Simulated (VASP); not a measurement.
# HPt6 in VASP: further runs, part 2 of 2

VASP 6.6.1. The steps go on from the part before.

**5. Single point, PBE**

Input file INCAR:

```
SYSTEM = HPt6
ALGO = Normal
DIPOL = 0.5 0.5 0.304
EDIFF = 1E-6
ENCUT = 520
GGA = PE
IDIPOL = 3
ISIF = 2
ISMEAR = 0
LASPH = .True.
LCHARG = .False.
LDIPOL = .True.
LREAL = .False.
LWAVE = .False.
NBANDS = 74
NELM = 100
PREC = Accurate
SIGMA = 0.1
```

Input file KPOINTS:

```
k-points
0
Gamma
  6 6 1
  0 0 0
```

Input file POSCAR:

```
HPt6
1.0
    5.6145835605      0.0000000000      0.0000000000
   -2.8072917802      4.8623719950      0.0000000000
    0.0000000000      0.0000000000     22.6197373747
Pt H
12 2
Direct
    0.3333333333      0.1666666667      0.1768367127
    0.3333333333      0.6666666667      0.1768367127
    0.8333333333      0.1666666667      0.1768367127
    0.8333333333      0.6666666667      0.1768367127
    0.1666666667      0.3333333333      0.2789580515
    0.1666666667      0.8333333333      0.2789580515
    0.6666666667      0.3333333333      0.2789580515
    0.6666666667      0.8333333333      0.2789580515
    0.0000000000      0.0000000000      0.3810715055
    0.0000000000      0.5000000000      0.3810715055
    0.5000000000      0.0000000000      0.3810715055
    0.5000000000      0.5000000000      0.3810715055
    0.1892786072      0.3785572143      0.4575533837
    0.3107213928      0.6214427857      0.4575533837
```

Potentials or basis: VASP PAW PBE potentials, release 64 (Pt, H).

On the command line:

```console
$ cat potpaw_PBE.64/Pt/POTCAR potpaw_PBE.64/H/POTCAR > POTCAR
$ mpirun -np 1 vasp_std > vasp.out
```

OUTCAR:

```text
SYSTEM = HPt6
   EDIFF = 1E-6
   ENCUT = 520
   GGA = PE
   ISIF = 2
   ISMEAR = 0
   LASPH = .True.
   LREAL = .False.
   NELM = 100
   PREC = Accurate

 ion  position               nearest neighbor table
   1  0.333  0.167  0.177-   2 2.81   2 2.81   4 2.81   4 2.81   3 2.81   3 2.81   5 2.82   6 2.82
                             7 2.82
   2  0.333  0.667  0.177-   1 2.81   1 2.81   3 2.81   3 2.81   4 2.81   4 2.81   6 2.82   5 2.82
                             8 2.82
   3  0.833  0.167  0.177-   4 2.81   4 2.81   2 2.81   2 2.81   1 2.81   1 2.81   7 2.82   8 2.82
                             5 2.82
   4  0.833  0.667  0.177-   3 2.81   3 2.81   1 2.81   1 2.81   2 2.81   2 2.81   8 2.82   7 2.82
                             6 2.82
   5  0.167  0.333  0.279-   6 2.81   6 2.81   8 2.81   8 2.81   7 2.81   7 2.81   9 2.82  12 2.82
                            10 2.82   1 2.82   2 2.82   3 2.82
   6  0.167  0.833  0.279-   5 2.81   5 2.81   7 2.81   7 2.81   8 2.81   8 2.81  10 2.82  11 2.82
                             9 2.82   2 2.82   1 2.82   4 2.82
   7  0.667  0.333  0.279-   8 2.81   8 2.81   6 2.81   6 2.81   5 2.81   5 2.81  11 2.82  10 2.82
                            12 2.82   3 2.82   4 2.82   1 2.82
   8  0.667  0.833  0.279-   7 2.81   7 2.81   5 2.81   5 2.81   6 2.81   6 2.81  12 2.82   9 2.82
                            11 2.82   4 2.82   3 2.82   2 2.82
   9  0.000  0.000  0.381-  10 2.81  10 2.81  12 2.81  12 2.81  11 2.81  11 2.81   5 2.82   8 2.82
                             6 2.82
  10  0.000  0.500  0.381-   9 2.81   9 2.81  11 2.81  11 2.81  12 2.81  12 2.81   6 2.82   7 2.82
                             5 2.82
  11  0.500  0.000  0.381-  12 2.81  12 2.81  10 2.81  10 2.81   9 2.81   9 2.81   7 2.82   6 2.82
                             8 2.82
  12  0.500  0.500  0.381-  11 2.81  11 2.81   9 2.81   9 2.81  10 2.81  10 2.81   8 2.82   5 2.82
                             7 2.82
  13  0.189  0.379  0.458-
  14  0.311  0.621  0.458-

  LATTYP: Found a hexagonal cell.
 ALAT       =     5.6145835605
 C/A-ratio  =     4.0287471245

  Lattice vectors:

 A1 = (   5.6145835605,   0.0000000000,   0.0000000000)
 A2 = (  -2.8072917802,   4.8623719950,   0.0000000000)
 A3 = (   0.0000000000,   0.0000000000,  22.6197373747)

Analysis of symmetry for initial positions (statically):
=====================================================================
 Subroutine PRICEL returns:
 Original cell was already a primitive cell.

 Routine SETGRP: Setting up the symmetry group for a
 hexagonal supercell.

 Subroutine GETGRP returns: Found  2 space group operations
 (whereof  2 operations were pure point group operations)
 out of a pool of 24 trial point group operations.

The static configuration has the point symmetry C_1h.

Analysis of symmetry for dynamics (positions and initial velocities):
=====================================================================
 Subroutine PRICEL returns:
 Original cell was already a primitive cell.

 Routine SETGRP: Setting up the symmetry group for a
 hexagonal supercell.

 Subroutine GETGRP returns: Found  2 space group operations
 (whereof  2 operations were pure point group operations)
 out of a pool of 24 trial point group operations.

The dynamic configuration has the point symmetry C_1h.

 Subroutine INISYM returns: Found  2 space group operations
[... 104 lines left out ...]
   LNONCOLLINEAR =      F non collinear calculations
   LSORBIT =      F    spin-orbit coupling
   LASPH  =      T    aspherical Exc in radial PAW
   ENCUT  =  520.0 eV  38.22 Ry    6.18 a.u.  10.44 10.44 42.06*2*pi/ulx,y,z
   NELM   =    100;   NELMIN=  2; NELMDL= -5     # of ELM steps
   EDIFF  = 0.1E-05   stopping-criterion for ELM
   LREAL  =      F    real-space projection
   EDIFFG = 0.1E-04   stopping-criterion for IOM
   NSW    =      0    number of steps for IOM
   IBRION =     -1    ionic relax: 0-MD 1-quasi-New 2-CG
   NFREE  =      0    steps in history (QN), initial steepest desc. (CG)
   ISIF   =      2    stress and relaxation
   ISYM   =      2    0-nonsym 1-usesym 2-fastsym
   POTIM  = 0.5000    time-step for ionic-motion
   TEBEG  =    0.0;   TEEND  =   0.0 temperature during run
   PSTRESS=    0.0 pullay stress
   NELECT =     122.0000    total number of electrons
   NUPDOWN=      -1.0000    fix difference up-down
   EMIN   =  10.00;   EMAX   =-10.00  energy-range for DOS
   EFERMI =   0.00;   METHOD = LEGACY
   ISMEAR =     0;   SIGMA  =   0.10  broadening in eV -4-tet -1-fermi 0-gaus
   EFERMI_NEDOS =   21; number of points for ismear=-14 and -15
   IALGO  =     38    algorithm
   IMIX   =      4    mixing-type and parameters
     AMIX     =   0.40;   BMIX     =  1.00
     AMIX_MAG =   1.60;   BMIX_MAG =  1.00
  volume/ion in A,a.u.               =      44.11       297.66
  Fermi-wavevector in a.u.,A,eV,Ry     =   0.953477  1.801811 12.369314  0.909119
  Thomas-Fermi vector in A             =   2.082136
   LORBIT       =      0    0 simple, 1 ext, 2 COOP (PROOUT), +10 PAW based schemes
   GGA     = PE    functional components
   LHFCALC =     F    Hartree Fock is set to
   AEXX    =    0.0000 exact exchange contribution
   IVDW    =     0    specifies the selected vdW correction
   LEPSILON=     F    determine dielectric tensor
   LRPA    =     F    only Hartree local field effects (RPA)
 non-spin polarized calculation
 Gauss-broadening in eV      SIGMA  =   0.10
  energy-cutoff  :      520.00
  volume of cell :      617.52
 maximum number of plane-waves:     16729
 NGX is ok and might be reduce to    42
   NGX = 21   NGY = 21   NGZ = 85

 dipolmoment           0.000000      0.000000      0.308032 electrons x Angstroem

 number of electron     121.9999984 magnetization

 dipolmoment           0.000000      0.000000     -0.100136 electrons x Angstroem

 Free energy of the ion-electron system (eV)
  ---------------------------------------------------
  ext. energy  EPLUGINS =         0.00000000
  ---------------------------------------------------
  free energy    TOTEN  =       -73.87476655 eV

  energy without entropy =      -73.72482641  energy(sigma->0) =      -73.79979648

 E-fermi :  -0.5533     XC(G=0):  -4.9728

 val. band max:       -0.5552213372   @ k =   0.0000   0.1667   0.0000
 cond. band min:      -0.5443948568   @ k =   0.0000   0.1667   0.0000
 fundamental gap:      0.0108264804
 Fermi energy:        -0.5532918436

 k-point     1 :       0.0000    0.0000    0.0000
  band No.  band energies     occupation
      1      -9.4630      2.00000
      2      -8.1514      2.00000
      3      -7.2683      2.00000
      4      -6.8628      2.00000
      5      -6.7465      2.00000
      6      -6.7387      2.00000
[... 977 lines left out ...]
     72       4.3253      0.00000
     73       4.3799      0.00000
 [bands above 73 left out]

------------------------ aborting loop because EDIFF is reached ----------------------------------------

 vacuum level on the upper side and lower side of the slab       (xc-potential included)        -0.435         0.209

  FORCE on cell =-STRESS in cart. coord.  units (eV):
  Direction    XX          YY          ZZ          XY          YZ          ZX
  --------------------------------------------------------------------------------------
  -------------------------------------------------------------------------------------
  Total      -18.2979261    -19.5029264     -3.4778004     -0.0000000     -0.2990193     -0.0000000
  in kB      -47.4743649    -50.6007642     -9.0232283     -0.0000000     -0.7758122     -0.0000000
  external PRESSURE =     -35.6994524 kB  Pullay stress =       0.0000000 kB

 VOLUME and BASIS-vectors are now :
 -----------------------------------------------------------------------------
  energy-cutoff  :      520.00
  volume of cell :      617.52
      direct lattice vectors                 reciprocal lattice vectors
     5.614583560  0.000000000  0.000000000     0.178107599  0.102830470  0.000000000
    -2.807291780  4.862371995  0.000000000     0.000000000  0.205660941  0.000000000
     0.000000000  0.000000000 22.619737375     0.000000000  0.000000000  0.044209178

 POSITION                                       TOTAL-FORCE (eV/Angst)
 -----------------------------------------------------------------------------------
      1.40365      0.81040      4.00000         0.043921      0.005820     -0.026684
     -0.00000      3.24158      4.00000         0.000000      0.028031      0.055337
      4.21094      0.81040      4.00000        -0.043921      0.005820     -0.026684
      2.80729      3.24158      4.00000        -0.000000     -0.003805      0.113611
      0.00000      1.62079      6.30996        -0.000000     -0.105429     -0.300781
     -1.40365      4.05198      6.30996        -0.014422      0.049394     -0.032124
      2.80729      1.62079      6.30996         0.000000      0.051489      0.263178
      1.40365      4.05198      6.30996         0.014422      0.049394     -0.032124
      0.00000      0.00000      8.61974        -0.000000     -0.051974      0.100650
     -1.40365      2.43119      8.61974         0.084628     -0.015389      0.773661
      2.80729      0.00000      8.61974         0.000000      0.019238      0.073697
      1.40365      2.43119      8.61974        -0.084628     -0.015389      0.773661
      0.00000      1.84069     10.34974         0.000000      1.757825     -0.854375
     -0.00000      3.02169     10.34974        -0.000000     -1.775026     -0.881022
 -----------------------------------------------------------------------------------
    total drift:                               -0.000000      0.000051     -0.000155

  FREE ENERGIE OF THE ION-ELECTRON SYSTEM (eV)
  ---------------------------------------------------
  free  energy   TOTEN  =       -73.8747665455 eV

  energy  without entropy=      -73.7248264139  energy(sigma->0) =      -73.79979648

 vacuum level on the upper side and lower side of the slab         4.481         5.137
```

Wall time 39 min (1 thread of Intel Xeon Platinum 8259CL at 2.50GHz (Skylake/Cascade Lake), shared host); peak memory 0.86 GiB.

Results:

```yaml
Free_energy: -73.8748 eV
Largest_force: 1.982 eV/Å
Band_gap_on_the_k_mesh: zero (bands 61 and 62 overlap by 0.76 eV)
```

Forces on the atoms (eV/Å):
```
Pt   0.044  0.006 -0.027
Pt   0.000  0.028  0.055
Pt  -0.044  0.006 -0.027
Pt   0.000 -0.004  0.114
Pt   0.000 -0.105 -0.301
Pt  -0.014  0.049 -0.032
Pt   0.000  0.051  0.263
Pt   0.014  0.049 -0.032
Pt   0.000 -0.052  0.101
Pt   0.085 -0.015  0.774
Pt   0.000  0.019  0.074
Pt  -0.085 -0.015  0.774
H    0.000  1.758 -0.854
H    0.000 -1.775 -0.881
```

Levels at points of the mesh, in eV from the Fermi level:
```
           k point  band 58  band 59  band 60  band 61  band 62  band 63  band 64  band 65
(0.00, 0.00, 0.00)     0.22     0.44     0.47     0.50     0.57     0.57     0.57     0.81
(0.50, 0.00, 0.00)    -0.70    -0.25    -0.18    -0.01     0.01     0.16     0.25     0.27
(0.00, 0.50, 0.00)    -0.69    -0.25    -0.18    -0.03     0.03     0.09     0.24     0.25
```

Caveat: spin-orbit coupling is left out, which moves the levels of the heavy elements.

**6. Single point, PBE**

Input file INCAR:

```
SYSTEM = HPt6
ALGO     = Normal         ! electronic algorithm
DIPOL    = 0.5 0.5 0.298
EDIFF    = 1E-6           ! SCF threshold, eV
ENCUT    = 520            ! plane-wave cutoff, eV
GGA      = PE             ! functional
IDIPOL   = 3            
ISIF     = 2              ! what is computed and relaxed
ISMEAR   = 0              ! smearing method
LASPH    = .True.         ! aspherical terms in the spheres
LCHARG   = .False.        ! write CHGCAR
LDIPOL   = .True.       
LREAL    = .False.        ! projectors in reciprocal space
LWAVE    = .False.        ! write WAVECAR
NBANDS   = 74             ! bands
NELM     = 100            ! most SCF steps
PREC     = Accurate       ! precision mode
SIGMA    = 0.1            ! smearing width, eV
```

KPOINTS is that of step 5.

POSCAR: that of step 5 with these lines changed.

```diff
@@ -20,3 +20,3 @@
     0.5000000000      0.5000000000      0.3810715055
-    0.1892786072      0.3785572143      0.4575533837
-    0.3107213928      0.6214427857      0.4575533837
+    0.1350869492      0.2701738984      0.4151125727
+    0.3649130508      0.7298261016      0.4151125727
```

Potentials or basis: VASP PAW PBE potentials, release 64 (Pt, H).

On the command line:

```console
$ cat potpaw_PBE.64/Pt/POTCAR potpaw_PBE.64/H/POTCAR > POTCAR
$ mpirun -np 1 vasp_std > vasp.out
```

OUTCAR:

```text
SYSTEM = HPt6
   EDIFF = 1E-6
   ENCUT = 520
   GGA = PE
   ISIF = 2
   ISMEAR = 0
   LASPH = .True.
   LREAL = .False.
   NELM = 100
   PREC = Accurate

 ion  position               nearest neighbor table
   1  0.333  0.167  0.177-   2 2.81   2 2.81   4 2.81   4 2.81   3 2.81   3 2.81   5 2.82   6 2.82
                             7 2.82
   2  0.333  0.667  0.177-   1 2.81   1 2.81   3 2.81   3 2.81   4 2.81   4 2.81   6 2.82   5 2.82
                             8 2.82
   3  0.833  0.167  0.177-   4 2.81   4 2.81   2 2.81   2 2.81   1 2.81   1 2.81   7 2.82   8 2.82
                             5 2.82
[... 1236 lines left out ...]
    -2.807291780  4.862371995  0.000000000     0.000000000  0.205660941  0.000000000
     0.000000000  0.000000000 22.619737375     0.000000000  0.000000000  0.044209178

 POSITION                                       TOTAL-FORCE (eV/Angst)
 -----------------------------------------------------------------------------------
      1.40365      0.81040      4.00000         0.036987      0.009229     -0.009824
     -0.00000      3.24158      4.00000         0.000000      0.025803     -0.092131
      4.21094      0.81040      4.00000        -0.036987      0.009229     -0.009824
      2.80729      3.24158      4.00000         0.000000      0.033580     -0.066260
      0.00000      1.62079      6.30996        -0.000000     -0.037274     -0.378280
     -1.40365      4.05198      6.30996         0.009179     -0.033103     -0.243319
      2.80729      1.62079      6.30996         0.000000      0.094508     -0.044859
      1.40365      4.05198      6.30996        -0.009179     -0.033103     -0.243319
      0.00000      0.00000      8.61974        -0.000000     -2.407516     -1.123382
     -1.40365      2.43119      8.61974        -0.942427     -0.044560     -0.045636
      2.80729      0.00000      8.61974         0.000000      2.525963     -1.273763
      1.40365      2.43119      8.61974         0.942427     -0.044560     -0.045636
      0.00000      1.31369      9.38974         0.000000      1.737746      1.776743
      0.00000      3.54869      9.38974        -0.000000     -1.835943      1.799490
 -----------------------------------------------------------------------------------
    total drift:                               -0.000000     -0.000029      0.000214

  FREE ENERGIE OF THE ION-ELECTRON SYSTEM (eV)
  ---------------------------------------------------
  free  energy   TOTEN  =       -75.0512648125 eV

  energy  without entropy=      -74.9171530200  energy(sigma->0) =      -74.98420892

 vacuum level on the upper side and lower side of the slab         4.773         4.947
```

stdout:

```text
POSCAR found type information on POSCAR PtH
 POSCAR found :  2 types and      14 ions
 scaLAPACK will be used
 LDA part: xc-table for (Slater+PW92), standard interpolation
 POSCAR, INCAR and KPOINTS ok, starting setup
 FFT: planning ... GRIDC
 FFT: planning ... GRID_SOFT
 FFT: planning ... GRID
 WAVECAR not read
 entering main loop
```

Run time: 50 min. Hardware: 1 thread of Intel Xeon 8259CL, shared host; peak memory 0.9 GiB.

What came out:

```
Free energy            : -75.0513 eV
Largest force          : 2.829 eV/Å
Band gap on the k mesh : zero (bands 61 and 62 overlap by 0.62 eV)
```

Forces on the atoms (eV/Å):
```
Pt   0.037  0.009 -0.010
Pt   0.000  0.026 -0.092
Pt  -0.037  0.009 -0.010
Pt   0.000  0.034 -0.066
Pt   0.000 -0.037 -0.378
Pt   0.009 -0.033 -0.243
Pt   0.000  0.095 -0.045
Pt  -0.009 -0.033 -0.243
Pt   0.000 -2.408 -1.123
Pt  -0.942 -0.045 -0.046
Pt   0.000  2.526 -1.274
Pt   0.942 -0.045 -0.046
H    0.000  1.738  1.777
H    0.000 -1.836  1.799
```

Levels at points of the mesh, in eV from the Fermi level:
```tsv
k point	band 58	band 59	band 60	band 61	band 62	band 63	band 64	band 65
(0.00, 0.00, 0.00)	0.24	0.28	0.33	0.36	0.50	0.60	0.61	0.61
(0.50, 0.00, 0.00)	-0.63	-0.20	-0.16	-0.04	-0.01	0.23	0.26	1.23
(0.00, 0.50, 0.00)	-0.65	-0.24	-0.15	0.00	0.01	0.22	0.26	1.37
```

Caveat: spin-orbit coupling is left out, which moves the levels of the heavy elements.

**7. Overview**

```csv
cell,gap on the mesh (eV),largest force (eV/Å)
"as given, atomic positions A",none,2.98
"as given, atomic positions B",none,6.84
"as given, atomic positions C",none,3.21
"as given, atomic positions D",none,1.98
"as given, atomic positions E",none,2.83
```

Alike in all rows: task single point; level PBE; potentials or basis VASP PAW PBE potentials, release 64 (Pt, H); no spin polarisation; k mesh 6 × 6 × 1; cutoff (eV) 520; smearing gaussian 0.1 eV.

Caveats: spin-orbit coupling is left out, which moves the levels of the heavy elements.

Absolute energies hang on the potentials; compare differences alone.
